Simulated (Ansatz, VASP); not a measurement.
## AgCl: VASP beside Ansatz

```
Ag Cl
1.0
     1.90833   -5.66773    0.00000
     1.90833    5.66773    0.00000
     0.00000    0.00000    3.92404
Ag Cl
2 2
Direct
  0.39656 0.60344 0.75000
  0.60344 0.39656 0.25000
  0.86545 0.13455 0.25000
  0.13455 0.86545 0.75000
```

Change from the starting cell: equal xx and yy strain of +2 %.

Alike in both runs: task single point; functional PBE; k mesh 9 × 9 × 8; occupations fermi-dirac, width 0.03 eV; no spin polarisation.

|  | VASP | Ansatz |
| --- | --- | --- |
| version | VASP 6.6.1 | Ansatz 0.2.0 |
| potentials or method | VASP PAW PBE potentials, release 64 (Ag, Cl), cutoff 520 eV | all-electron LAPW, scalar-relativistic |

```tsv
	VASP	Ansatz	Ansatz less VASP
pressure (GPa)	-0.3	-0.2	+0.13
traceless stress, the component that is largest in VASP (GPa)	0.50	0.46	-0.041
rms of the force components (eV/Å)	0.017	0.017	-0.0007
```

Atom by atom the forces differ by 0.002 eV/Å (rms over components). Ansatz ran all-electron here, and VASP with PAW potentials.
